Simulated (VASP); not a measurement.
Wanted: the native input for a VASP 6.6.1 run.

```
Task                   : single point
Functional             : PBEsol
Potentials or basis    : VASP PAW PBE potentials, release 64 (Au)
Cutoff                 : 520 eV
k mesh                 : 24 × 24 × 12
Occupations            : gaussian, width 0.15 eV
Spin                   : no spin polarisation
Dipole correction      : no
Further INCAR settings : ALGO = Fast; EDIFF = 1e-06; NBANDS = 18
```

The structure of Au lies in POSCAR:

```
Au
1.0
    2.6571534921      0.0000000000      0.0000000000
   -1.3285767460      2.3011624259      0.0000000000
    0.0000000000      0.0000000000      5.8127555150
Au
2
Direct
    0.3333333333      0.6666666667      0.7500000000
    0.6666666667      0.3333333333      0.2500000000
```

This isn't the form of Au at room conditions, which is fcc.

This cell differs from its parent crystal: ratio of the length along z to the lengths across it x 1.3, volume and fractional coordinates fixed.

The input as run:

INCAR

```
SYSTEM = Au
ALGO = Fast
EDIFF = 1E-6
ENCUT = 520
GGA = PS
ISIF = 2
ISMEAR = 0
LASPH = .TRUE.
LCHARG = .TRUE.
LELF = .TRUE.
LREAL = .FALSE.
LVHAR = .TRUE.
LWAVE = .FALSE.
NBANDS = 18
NELM = 100
PREC = Accurate
SIGMA = 0.15
```

KPOINTS

```
k-points
0
G
  24 24 12
  0 0 0
```

Potentials or basis: VASP PAW PBE potentials, release 64 (Au).

The run is started by

```bash
$ cat potpaw_PBE.64/Au/POTCAR > POTCAR
$ mpirun -np 1 vasp_std > vasp.out
```

Results of the run:

The pressure is 10.6 GPa and the band gap on the k mesh is zero (bands 11 and 12 overlap by 7.68 eV).

Caveat: the cell stands under pressure; the PAW data sets were made with another functional, which shifts forces and pressure a little; spin-orbit coupling is left out, which moves the levels of the heavy elements.

Wall time 5.1 min on 1 thread of Intel Xeon 8259CL, with other jobs on the host, peak memory 0.33 GiB.
